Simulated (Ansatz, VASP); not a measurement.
**One calculation of Te2Mo, two programs**

INCAR

```
SYSTEM = Te2Mo
ALGO = Normal
EDIFF = 1E-7
ENCUT = 520
ISIF = 2
ISMEAR = 0
LASPH = .TRUE.
LCHARG = .FALSE.
LREAL = .FALSE.
LWAVE = .FALSE.
NBANDS = 35
NELM = 100
PREC = Accurate
SIGMA = 0.1
```

The input KPOINTS:

```
k-points
0
G
  6 6 2
  0 0 0
```

POSCAR

```
Te2Mo
1.0
    3.5656545600      0.0000000000      0.0000000000
   -1.7828272800      3.0879474300      0.0000000000
    0.0000000000      0.0000000000     14.6477784100
Te Mo
4 2
Direct
    0.3333333300      0.6666666700      0.6278226900
    0.6666666700      0.3333333300      0.1278226900
    0.6666666700      0.3333333300      0.3721773100
    0.3333333300      0.6666666700      0.8721773100
    0.3333333300      0.6666666700      0.2500000000
    0.6666666700      0.3333333300      0.7500000000
```

Input for Ansatz:

```yaml
crystal:
  lattice:
    - [3.56565456, 0.0, 0.0]
    - [-1.78282728, 3.08794743, 0.0]
    - [0.0, 0.0, 14.64777841]
  atoms:
    - { symbol: Te, position: [0.33333333, 0.66666667, 0.62782269] }
    - { symbol: Te, position: [0.66666667, 0.33333333, 0.12782269] }
    - { symbol: Te, position: [0.66666667, 0.33333333, 0.37217731] }
    - { symbol: Te, position: [0.33333333, 0.66666667, 0.87217731] }
    - { symbol: Mo, position: [0.33333333, 0.66666667, 0.25] }
    - { symbol: Mo, position: [0.66666667, 0.33333333, 0.75] }
basis:
  ecutwfc: 420
kpoints:
  mp_grid: { grid: [6, 6, 2] }
hamiltonian:
  xc: lda
scf:
  occupations: { method: gaussian, width: 0.1 }
output:
  forces: true
  stress: true
  eigenvalues: true
```

Alike in both runs: task single point; functional LDA; k mesh 6 × 6 × 2; occupations gaussian, width 0.1 eV; no spin polarisation.

```csv
,VASP,Ansatz
version,VASP 6.6.1,Ansatz 0.2.0
potentials or method,"VASP PAW LDA potentials, release 64 (Te, Mo_sv), cutoff 520 eV","scalar-relativistic, plane waves, PAW"
valence electrons in the cell,52,92
```

```csv
,VASP,Ansatz,Ansatz less VASP
gap on the k mesh at the Fermi level (eV),0.91,0.92,+0.013
least direct gap on the mesh (eV),0.97,0.97,0.000
pressure (GPa),-4.4,-4.6,-0.22
"traceless stress, the component that is largest in VASP (GPa)",0.88,0.77,-0.105
rms of the force components (eV/Å),0.122,0.147,+0.0250
```

LDA's correlation is that of Perdew and Zunger in VASP and of Perdew and Wang (1992) in Ansatz. Atom by atom the forces differ by 0.025 eV/Å (rms over components). VASP's potentials hold 52 valence electrons a cell and Ansatz's 92, so a difference there can come from the potentials and not from the codes.

Spin-orbit coupling is off throughout.
